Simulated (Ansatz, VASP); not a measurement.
# Two plane-wave programs on TlCl

```
Tl Cl
1.0
     3.79363    0.00000    0.00000
     0.00000    3.79363    0.00000
     0.00000    0.00000    3.79363
Tl Cl
1 1
Direct
  0.00000 0.00000 0.00000
  0.50000 0.50000 0.50000
```

Alike in both runs: task single point; functional r2SCANh; k mesh 4 × 4 × 4; no spin polarisation.

```csv
,VASP,Ansatz
version,VASP 6.6.1,Ansatz 0.2.0
potentials or method,"VASP PAW PBE potentials, release 64 (Tl_d, Cl)","plane waves, PAW"
plane-wave cutoff (eV),440,500
occupations,"gaussian, width 0.01 eV",fixed
valence electrons in the cell,20,20
```

|  | VASP | Ansatz | Ansatz less VASP |
| --- | --- | --- | --- |
| gap on the k mesh at the Fermi level (eV) | 2.94 | 2.92 | -0.021 |
| pressure (GPa) | 1.1 | 1.2 | +0.09 |

VASP's potentials were made for PBE, not for r2SCANh. Ansatz's warnings: stress exchange threshold loose, stress scf threshold loose.

Spin-orbit coupling is off throughout.
